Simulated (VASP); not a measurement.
# Bi (P6_3/mmc) in VASP: further runs

Bi is run at these levels: PBE; tasks: relaxation of cell and atoms.

All numbers are computed with VASP 6.6.1; they aren't measurements. Logs are shortened: lines on timing, memory, paths and dates and some standing lists are left out, and cuts for length are marked.

## (1) The cell of the first run

It takes space group P6_3/mmc (No. 194, hexagonal). The conventional cell has a = 3.670 Å, b = 3.670 Å, c = 5.993 Å, α = 90.00°, β = 90.00°, γ = 120.00°. Within 4.8 Å of Bi (site symmetry -6m2) lie 12 Bi at 3.67 Å.

This isn't the form of Bi at room conditions, which is rhombohedral.

## (2) Relaxation of cell and atoms, PBE

INCAR

```
SYSTEM = Bi
PREC     = Accurate       ! precision mode
ENCUT    = 600            ! plane-wave cutoff, eV
EDIFF    = 1E-7           ! SCF threshold, eV
ISMEAR   = -1             ! smearing method
SIGMA    = 0.1            ! smearing width, eV
LREAL    = .False.        ! projectors in reciprocal space
LASPH    = .True.         ! aspherical terms in the spheres
NELM     = 100            ! most SCF steps
ALGO     = Normal         ! electronic algorithm
ISIF     = 3              ! what is computed and relaxed
LWAVE    = .False.        ! write WAVECAR
LCHARG   = .False.        ! write CHGCAR
GGA      = PE             ! functional
IBRION   = 2              ! ionic algorithm
NSW      = 80             ! ionic steps
EDIFFG   = -0.01          ! ionic threshold
```

KPOINTS

```
regular mesh
0
Gamma
  7 7 4
  0 0 0
```

POSCAR

```
Bi
1.0
    3.6700000000      0.0000000000      0.0000000000
   -1.8350000000      3.1783132319      0.0000000000
    0.0000000000      0.0000000000      5.9931100000
Bi
2
Direct
    0.3333333333      0.6666666667      0.2500000000
    0.6666666667      0.3333333333      0.7500000000
```

Potentials or basis: VASP PAW PBE potentials, release 64 (Bi_d).

On the command line:

```sh
cat potpaw_PBE.64/Bi_d/POTCAR > POTCAR
mpirun -np 1 vasp_std > vasp.out
```

OUTCAR:

```text
SYSTEM = Bi
   PREC = Accurate
   ENCUT = 600
   EDIFF = 1E-7
   ISMEAR = -1
   LREAL = .False.
   LASPH = .True.
   NELM = 100
   ISIF = 3
   GGA = PE
   IBRION = 2
   NSW = 80
   EDIFFG = -0.01

 ion  position               nearest neighbor table
   1  0.333  0.667  0.250-   2 3.67   2 3.67   2 3.67   2 3.67   2 3.67   2 3.67
   2  0.667  0.333  0.750-   1 3.67   1 3.67   1 3.67   1 3.67   1 3.67   1 3.67

  LATTYP: Found a hexagonal cell.
 ALAT       =     3.6700000000
 C/A-ratio  =     1.6330000000

  Lattice vectors:

 A1 = (   3.6700000000,   0.0000000000,   0.0000000000)
 A2 = (  -1.8350000000,   3.1783132319,   0.0000000000)
 A3 = (   0.0000000000,   0.0000000000,   5.9931100000)

Analysis of symmetry for initial positions (statically):
=====================================================================
 Subroutine PRICEL returns:
 Original cell was already a primitive cell.

 Routine SETGRP: Setting up the symmetry group for a
 hexagonal supercell.

 Subroutine GETGRP returns: Found 24 space group operations
 (whereof 12 operations were pure point group operations)
 out of a pool of 24 trial point group operations.

The static configuration has the point symmetry D_3d.
 The point group associated with its full space group is D_6h.

Analysis of symmetry for dynamics (positions and initial velocities):
=====================================================================
 Subroutine PRICEL returns:
 Original cell was already a primitive cell.

 Routine SETGRP: Setting up the symmetry group for a
 hexagonal supercell.

 Subroutine GETGRP returns: Found 24 space group operations
 (whereof 12 operations were pure point group operations)
 out of a pool of 24 trial point group operations.

The dynamic configuration has the point symmetry D_3d.
 The point group associated with its full space group is D_6h.

 Subroutine INISYM returns: Found 24 space group operations
 (whereof 12 operations are pure point group operations),
 and found     1 'primitive' translations

----------------------------------------------------------------------------------------

                                     Primitive cell

  volume of cell :      69.9061

  direct lattice vectors                    reciprocal lattice vectors
     3.670000000  0.000000000  0.000000000     0.272479564  0.157316150  0.000000000
    -1.835000000  3.178313232  0.000000000     0.000000000  0.314632299  0.000000000
     0.000000000  0.000000000  5.993110000     0.000000000  0.000000000  0.166858276

  length of vectors
     3.670000000  3.670000000  5.993110000     0.314632299  0.314632299  0.166858276

  position of ions in fractional coordinates (direct lattice)
     0.333333333  0.666666667  0.250000000
     0.666666667  0.333333333  0.750000000

  ion indices of the primitive-cell ions
   primitive index   ion index
                 1           1
                 2           2

----------------------------------------------------------------------------------------

 KPOINTS: regular mesh

Automatic generation of k-mesh.
 Grid dimensions read from file:
 generate k-points for:    7    7    4

 Generating k-lattice:

  Cartesian coordinates                     Fractional coordinates (reciprocal lattice)
     0.038925652  0.022473736  0.000000000     0.142857143 -0.000000000  0.000000000
     0.000000000  0.044947471  0.000000000     0.000000000  0.142857143  0.000000000
     0.000000000  0.000000000  0.041714569     0.000000000  0.000000000  0.250000000

  Length of vectors
     0.044947471  0.044947471  0.041714569

  Shift w.r.t. Gamma in fractional coordinates (k-lattice)
     0.000000000  0.000000000  0.000000000

 Subroutine IBZKPT returns following result:
 ===========================================

 Found     24 irreducible k-points:

 Following reciprocal coordinates:
            Coordinates               Weight
  0.000000  0.000000  0.000000      1.000000
  0.142857 -0.000000  0.000000      6.000000
  0.285714  0.000000  0.000000      6.000000
  0.428571  0.000000  0.000000      6.000000
[... 45 lines left out ...]

 val. band max:        6.4992036047   @ k =   0.2857   0.1429   0.0000
 cond. band min:       6.8498000774   @ k =   0.4286   0.1429   0.2500
 fundamental gap:      0.3505964728
 Fermi energy:         6.5239540778

 k-point     1 :       0.0000    0.0000    0.0000
  band No.  band energies     occupation
      1     -16.4227      2.00000
      2     -16.4131      2.00000
      3     -16.3910      2.00000
      4     -16.3910      2.00000
      5     -16.3876      2.00000
      6     -16.3876      2.00000
[... 11 lines left out ...]
     18      10.8729      0.00000
     19      13.0642      0.00000

 k-point     2 :       0.1429   -0.0000    0.0000
  band No.  band energies     occupation
      1     -16.4203      2.00000
      2     -16.4086      2.00000
      3     -16.3936      2.00000
      4     -16.3927      2.00000
      5     -16.3878      2.00000
      6     -16.3801      2.00000
[... 724 lines left out ...]
 VOLUME and BASIS-vectors are now :
 -----------------------------------------------------------------------------
  energy-cutoff  :      600.00
  volume of cell :       63.51
      direct lattice vectors                 reciprocal lattice vectors
     3.569939983 -0.000000000  0.000000000     0.280116754  0.161725483 -0.000000000
    -1.784969991  3.091658715  0.000000000     0.000000000  0.323450967 -0.000000000
    -0.000000000  0.000000000  5.754281008    -0.000000000 -0.000000000  0.173783658

 POSITION                                       TOTAL-FORCE (eV/Angst)
 -----------------------------------------------------------------------------------
     -0.00000      2.06111      1.43857         0.000000     -0.000000     -0.000000
      1.78497      1.03055      4.31571        -0.000000      0.000000      0.000000
 -----------------------------------------------------------------------------------
    total drift:                               -0.000000      0.000000      0.000000

  FREE ENERGIE OF THE ION-ELECTRON SYSTEM (eV)
  ---------------------------------------------------
  free  energy   TOTEN  =        -7.5318401569 eV

  energy  without entropy=       -7.4817139511  energy(sigma->0) =       -7.50677705

--------------------------------------- Ionic step        8  -------------------------------------------

 number of electron      30.0000002 magnetization

 Free energy of the ion-electron system (eV)
  ---------------------------------------------------
  ext. energy  EPLUGINS =         0.00000000
  ---------------------------------------------------
  free energy    TOTEN  =        -7.53184974 eV

  energy without entropy =       -7.48171120  energy(sigma->0) =       -7.50678047

 E-fermi :   7.5910     XC(G=0): -10.1942

 val. band max:        7.5807564486   @ k =   0.2857   0.1429   0.0000
 cond. band min:       7.9389865416   @ k =   0.4286   0.1429   0.0000
 fundamental gap:      0.3582300930
 Fermi energy:         7.5909625254

 k-point     1 :       0.0000    0.0000    0.0000
  band No.  band energies     occupation
      1     -15.3499      2.00000
      2     -15.3442      2.00000
      3     -15.3187      2.00000
      4     -15.3187      2.00000
      5     -15.3104      2.00000
      6     -15.3104      2.00000
[... 11 lines left out ...]
     18      12.7822      0.00000
     19      14.4597      0.00000

 k-point     2 :       0.1429   -0.0000    0.0000
  band No.  band energies     occupation
      1     -15.3530      2.00000
      2     -15.3362      2.00000
      3     -15.3188      2.00000
      4     -15.3179      2.00000
      5     -15.3128      2.00000
      6     -15.3005      2.00000
[... 508 lines left out ...]
 VOLUME and BASIS-vectors are now :
 -----------------------------------------------------------------------------
  energy-cutoff  :      600.00
  volume of cell :       63.57
      direct lattice vectors                 reciprocal lattice vectors
     3.571078268 -0.000000000  0.000000000     0.280027466  0.161673933 -0.000000000
    -1.785539134  3.092644499  0.000000000     0.000000000  0.323347866 -0.000000000
     0.000000000  0.000000000  5.756235085    -0.000000000 -0.000000000  0.173724663

 POSITION                                       TOTAL-FORCE (eV/Angst)
 -----------------------------------------------------------------------------------
     -0.00000      2.06176      1.43906         0.000000     -0.000000     -0.000000
      1.78554      1.03088      4.31718        -0.000000      0.000000      0.000000
 -----------------------------------------------------------------------------------
    total drift:                               -0.000000      0.000000      0.000000

  FREE ENERGIE OF THE ION-ELECTRON SYSTEM (eV)
  ---------------------------------------------------
  free  energy   TOTEN  =        -7.5318497422 eV

  energy  without entropy=       -7.4817112011  energy(sigma->0) =       -7.50678047

 reached required accuracy - stopping structural energy minimisation
```

Wall time 4.8 min (1 thread of Intel Xeon 8259CL, shared host); peak memory 0.22 GiB.

What came out:

```yaml
Free_energy: -7.5318 eV
Relaxed_volume: 31.79 Å³/atom
Relaxed_cell: a = 3.571 Å, b = 3.571 Å, c = 5.756 Å, α = 90.00°, β = 90.00°, γ = 120.00°
Space_group_after_relaxing_to_0.1_Å: P6_3/mmc (No. 194)
Energy_gained_by_relaxing: 43.2 meV/atom
Ionic_steps: 8
Pressure_after_relaxing: 0.0 GPa
Band_gap_on_the_k_mesh: zero (bands 15 and 16 overlap by 6.03 eV)
```

The path:
| step | energy change (eV) | largest force (eV/Å) | pressure (GPa) | volume (Å³) |
| --- | --- | --- | --- | --- |
| 1 | 0.0000 | 0.0000 | -3.98 | 69.91 |
| 2 | -0.0734 | 0.0000 | 1.89 | 61.48 |
| 3 | -0.0855 | 0.0000 | 0.03 | 63.59 |
| 4 | -0.0854 | 0.0000 | -0.07 | 63.71 |
| 5 | -0.0862 | 0.0000 | -0.08 | 63.69 |
| 6 | -0.0863 | 0.0000 | -0.08 | 63.68 |
| 7 | -0.0864 | 0.0000 | 0.05 | 63.51 |
| 8 | -0.0864 | 0.0000 | 0.00 | 63.57 |

Final structure:
```
CELL_PARAMETERS angstrom
3.57108 0.00000 0.00000
-1.78554 3.09264 0.00000
0.00000 0.00000 5.75624
ATOMIC_POSITIONS crystal
Bi 0.33333 0.66667 0.25000
Bi 0.66667 0.33333 0.75000
```

Levels at points of the mesh, in eV from the Fermi level:
```
           k point  band 13  band 14  band 15  band 16  band 17  band 18
(0.00, 0.00, 0.00)    -5.01     3.27     3.27     4.83     4.83     5.19
(0.00, 0.00, 0.50)    -0.85    -0.85     4.01     4.01     4.01     4.01
```

Caveat: spin-orbit coupling is left out, which moves the levels of the heavy elements.

## (3) Relaxation of cell and atoms, PBE, target pressure 5 GPa, at which the enthalpy is minimised

INCAR

```
ALGO = Normal
EDIFF = 1E-6
EDIFFG = -0.01
ENCUT = 600
GGA = PE
IBRION = 2
ISIF = 3
ISMEAR = -1
LASPH = True
LCHARG = False
LREAL = False
LWAVE = False
NELM = 60
NSW = 80
PREC = Accurate
PSTRESS = 50.0
SIGMA = 0.1
```

KPOINTS

```
k-points
0
Gamma
  7 7 4
```

POSCAR is that of step 2.

Potentials or basis: VASP PAW PBE potentials, release 64 (Bi_d).

On the command line:

```sh
cat potpaw_PBE.64/Bi_d/POTCAR > POTCAR
mpirun -np 1 vasp_std > vasp.out
```

Wall time 4.5 min (1 thread of Intel Xeon 8259CL, shared host); peak memory 0.22 GiB.

It converged, with:

```yaml
Free_energy: -7.4599 eV
Relaxed_volume: 29.30 Å³/atom
Relaxed_cell: a = 3.481 Å, b = 3.481 Å, c = 5.586 Å, α = 90.00°, β = 90.00°, γ = 120.00°
Space_group_after_relaxing_to_0.1_Å: P6_3/mmc (No. 194)
Energy_change_on_relaxing_the_run_minimises_the_enthalpy: -7.2 meV/atom
Ionic_steps: 9
Pressure_after_relaxing: 5.0 GPa
Band_gap_on_the_k_mesh: zero (bands 15 and 16 overlap by 6.66 eV)
```

The path:
```tsv
step	energy change (eV)	largest force (eV/Å)	pressure (GPa)	volume (Å³)
1	0.0000	0.0000	-3.98	69.91
2	0.4162	0.0000	16.60	51.90
3	-0.0181	0.0000	4.82	58.81
4	-0.0117	0.0000	5.09	58.60
5	-0.0127	0.0000	5.05	58.56
6	-0.0124	0.0000	5.07	58.55
7	-0.0124	0.0000	5.08	58.54
8	-0.0163	0.0000	4.91	58.67
9	-0.0145	0.0000	5.01	58.61
```

Final structure:
```
Bi
1.0
     3.48083    0.00000    0.00000
    -1.74042    3.01449    0.00000
     0.00000    0.00000    5.58564
Bi
2
Direct
  0.33333 0.66667 0.25000
  0.66667 0.33333 0.75000
```

Levels at points of the mesh, in eV from the Fermi level:
| k point | band 12 | band 13 | band 14 | band 15 | band 16 | band 17 | band 18 | band 19 |
| --- | --- | --- | --- | --- | --- | --- | --- | --- |
| (0.00, 0.00, 0.00) | -10.54 | -5.47 | 3.58 | 3.58 | 5.35 | 5.35 | 5.89 | 7.21 |
| (0.00, 0.00, 0.50) | -12.70 | -0.76 | -0.76 | 4.42 | 4.42 | 4.42 | 4.42 | 8.13 |

Caveat: the cell is relaxed towards a set pressure, so the run minimises the enthalpy, not the energy; the volume moved by over 15 % at a fixed basis, so the end points are rough; spin-orbit coupling is left out, which moves the levels of the heavy elements.

## (4) Relaxation of cell and atoms, PBE, target pressure 10 GPa, at which the enthalpy is minimised

INCAR

```
PREC = Accurate ; ENCUT = 600
EDIFF = 1E-7 ; ISMEAR = -1
SIGMA = 0.1 ; LREAL = F
LASPH = T ; NELM = 100
ALGO = Normal ; ISIF = 3
LWAVE = F ; LCHARG = F
GGA = PE ; IBRION = 2
NSW = 80 ; EDIFFG = -0.01
PSTRESS = 100.0
```

KPOINTS

```
regular mesh
0
Gamma
  7 7 4
```

POSCAR is that of step 3.

On the command line:

```sh
cat potpaw_PBE.64/Bi_d/POTCAR > POTCAR
mpirun -np 1 vasp_std > vasp.out
```

Wall time 5.9 min (1 thread of Intel Xeon 8259CL, shared host); peak memory 0.22 GiB.

Results (log left out):

| Item | Value |
| --- | --- |
| Free energy | -7.3030 eV |
| Relaxed volume | 27.60 Å³/atom |
| Relaxed cell | a = 3.413 Å, b = 3.413 Å, c = 5.470 Å, α = 90.00°, β = 90.00°, γ = 120.00° |
| Space group after relaxing (to 0.1 Å) | P6_3/mmc (No. 194) |
| Energy change on relaxing (the run minimises the enthalpy) | +71.2 meV/atom |
| Ionic steps | 9 |
| Pressure after relaxing | 10.0 GPa |
| Band gap on the k mesh | zero (bands 15 and 16 overlap by 7.17 eV) |

Step by step:
| step | energy change (eV) | largest force (eV/Å) | pressure (GPa) | volume (Å³) |
| --- | --- | --- | --- | --- |
| 1 | 0.0000 | 0.0000 | -3.98 | 69.91 |
| 2 | 2.0197 | 0.0000 | 48.03 | 43.36 |
| 3 | 0.1055 | 0.0000 | 8.90 | 55.89 |
| 4 | 0.1342 | 0.0000 | 9.70 | 55.39 |
| 5 | 0.1507 | 0.0000 | 10.16 | 55.12 |
| 6 | 0.1504 | 0.0000 | 10.22 | 55.07 |
| 7 | 0.1507 | 0.0000 | 10.22 | 55.07 |
| 8 | 0.1332 | 0.0000 | 9.75 | 55.35 |
| 9 | 0.1425 | 0.0000 | 10.00 | 55.20 |

Final structure:
```xyz
2
Lattice="3.4133 0.0000 0.0000 -1.7067 2.9560 0.0000 0.0000 0.0000 5.4704" Properties=species:S:1:pos:R:3 pbc="T T T"
Bi    0.0000    1.9707    1.3676
Bi    1.7067    0.9853    4.1028
```

Levels at points of the mesh, in eV from the Fermi level:
```csv
k point,band 13,band 14,band 15,band 16,band 17,band 18
"(0.00, 0.00, 0.00)",-5.85,3.84,3.84,5.76,5.76,6.41
"(0.00, 0.00, 0.50)",-0.70,-0.70,4.75,4.75,4.75,4.75
```

Caveat: the cell is relaxed towards a set pressure, so the run minimises the enthalpy, not the energy; the volume moved by over 15 % at a fixed basis, so the end points are rough; spin-orbit coupling is left out, which moves the levels of the heavy elements.

## (5) Relaxation of cell and atoms, PBE, target pressure 20 GPa, at which the enthalpy is minimised

INCAR

```
SYSTEM = Bi
ALGO = Normal
EDIFF = 1E-6
EDIFFG = -0.01
ENCUT = 600
GGA = PE
IBRION = 2
ISIF = 3
ISMEAR = -1
LASPH = .TRUE.
LCHARG = .FALSE.
LREAL = .FALSE.
LWAVE = .FALSE.
NELM = 100
NSW = 80
PREC = Accurate
PSTRESS = 200.0
SIGMA = 0.1
```

KPOINTS

```
k-points
0
G
  7 7 4
  0 0 0
```

POSCAR is that of step 4.

On the command line:

```sh
cat potpaw_PBE.64/Bi_d/POTCAR > POTCAR
mpirun -np 1 vasp_std > vasp.out
```

It took 4.8 min on 1 thread of Intel Xeon 8259CL, shared host; peak memory 0.23 GiB.

It converged, with:

```yaml
Free_energy: -6.8788 eV
Relaxed_volume: 25.28 Å³/atom
Relaxed_cell: a = 3.314 Å, b = 3.314 Å, c = 5.315 Å, α = 90.00°, β = 90.00°, γ = 120.00°
Space_group_after_relaxing_to_0.1_Å: P6_3/mmc (No. 194)
Energy_change_on_relaxing_the_run_minimises_the_enthalpy: +283.4 meV/atom
Ionic_steps: 10
Pressure_after_relaxing: 20.0 GPa
Band_gap_on_the_k_mesh: zero (bands 15 and 16 overlap by 7.98 eV)
```

The path:
| step | energy change (eV) | largest force (eV/Å) | pressure (GPa) | volume (Å³) |
| --- | --- | --- | --- | --- |
| 1 | 0.0000 | 0.0000 | -3.98 | 69.91 |
| 2 | 12.6744 | 0.0000 | 248.54 | 29.21 |
| 3 | 0.2979 | 0.0000 | 13.87 | 53.16 |
| 4 | 0.4252 | 0.0000 | 16.81 | 51.82 |
| 5 | 0.5767 | 0.0000 | 20.12 | 50.51 |
| 6 | 0.5340 | 0.0000 | 19.20 | 50.85 |
| 7 | 0.5370 | 0.0000 | 19.38 | 50.79 |
| 8 | 0.5369 | 0.0000 | 19.36 | 50.79 |
| 9 | 0.6185 | 0.0000 | 21.11 | 50.15 |
| 10 | 0.5667 | 0.0000 | 20.00 | 50.55 |

Final structure:
```
CELL_PARAMETERS angstrom
3.31409 0.00000 0.00000
-1.65704 2.87009 0.00000
0.00000 0.00000 5.31466
ATOMIC_POSITIONS crystal
Bi 0.33333 0.66667 0.25000
Bi 0.66667 0.33333 0.75000
```

Levels at points of the mesh, in eV from the Fermi level:
```
           k point  band 12  band 13  band 14  band 15  band 16  band 17  band 18  band 19
(0.00, 0.00, 0.00)   -10.79    -6.45     4.26     4.26     6.42     6.42     7.16     7.91
(0.00, 0.00, 0.50)   -13.68    -0.63    -0.63     5.28     5.28     5.28     5.28     8.42
```

Caveat: the cell is relaxed towards a set pressure, so the run minimises the enthalpy, not the energy; the volume moved by over 15 % at a fixed basis, so the end points are rough; spin-orbit coupling is left out, which moves the levels of the heavy elements.

## (6) Overview

| cell | gap on the mesh (eV) | pressure (GPa) |
| --- | --- | --- |
| relaxed | none | 0.0 |
| relaxed to 5 GPa | none | 5.0 |
| relaxed to 10 GPa | none | 10.0 |
| relaxed to 20 GPa | none | 20.0 |

Alike in all rows: task relaxation of cell and atoms; level PBE; potentials or basis VASP PAW PBE potentials, release 64 (Bi_d); no spin polarisation; k mesh 7 × 7 × 4; cutoff (eV) 600; smearing fermi-dirac 0.1 eV.

Caveats: spin-orbit coupling is left out, which moves the levels of the heavy elements; the cell is relaxed towards a set pressure, so the run minimises the enthalpy, not the energy (at least some runs); the volume moved by over 15 % at a fixed basis, so the end points are rough (at least some runs).

Total energies depend on the potentials used, so only differences within one code and one set of settings carry meaning.
